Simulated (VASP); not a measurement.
# FeGe (CsCl type): single point with PBE

FeGe (CsCl type):

```xyz
2
Lattice="2.9028 0.0000 0.0000 0.0000 2.9028 0.0000 0.0000 0.0000 2.9028" Properties=species:S:1:pos:R:3 pbc="T T T"
Fe    0.0000    0.0000    0.0000
Ge    1.4514    1.4514    1.4514
```

```
Program                : VASP 6.6.1
Task                   : single point
Functional             : PBE
Potentials or basis    : VASP PAW PBE potentials, release 64 (Fe, Ge_d)
Cutoff                 : 520 eV
k mesh                 : 14 × 14 × 14
Occupations            : fermi-dirac, width 0.05 eV
Spin                   : collinear spin, ferromagnetic start
Starting moments       : [2.5, 0.0] μB
Dipole correction      : no
Further INCAR settings : ALGO = Normal; EDIFF = 1e-07; NBANDS = 22
```

The pressure is -1.6 GPa and the band gap on the k mesh is zero (filled and empty bands overlap). The net moment is 0.00 μB per cell and the valence electrons inside the program's atomic spheres are Fe 7.39; Ge 12.46.

Levels at points of the mesh, in eV from the Fermi level:
Spin up:
```tsv
k point	band 9	band 10	band 11	band 12	band 13	band 14
(0.00, 0.00, 0.00)	-0.45	-0.45	-0.45	3.04	3.04	3.04
(0.50, 0.00, 0.00)	-1.84	-1.84	-0.39	0.42	7.96	7.96
(0.50, 0.50, 0.00)	-2.70	-1.11	-1.11	0.19	1.45	3.01
(0.50, 0.50, 0.50)	-3.70	0.23	0.23	2.88	2.88	2.88
```
Spin down:
| k point | band 7 | band 8 | band 9 | band 10 | band 11 | band 12 | band 13 | band 14 | band 15 | band 16 |
| --- | --- | --- | --- | --- | --- | --- | --- | --- | --- | --- |
| (0.00, 0.00, 0.00) | -2.67 | -2.67 | -0.45 | -0.45 | -0.45 | 3.04 | 3.04 | 3.04 | 9.70 | 9.70 |
| (0.50, 0.00, 0.00) | -7.84 | -2.20 | -1.84 | -1.84 | -0.39 | 0.42 | 7.96 | 7.96 | 9.38 | 11.15 |
| (0.50, 0.50, 0.00) | -4.59 | -4.59 | -2.70 | -1.11 | -1.11 | 0.19 | 1.45 | 3.01 | 7.82 | 13.87 |
| (0.50, 0.50, 0.50) | -5.05 | -5.05 | -3.70 | 0.23 | 0.23 | 2.88 | 2.88 | 2.88 | 3.94 | 3.94 |

It took 3.6 min on 1 thread of Intel Xeon 8259CL, with other jobs on the host, peak memory 0.22 GiB.

Caveat: the moments typed at the start vanished in this run.
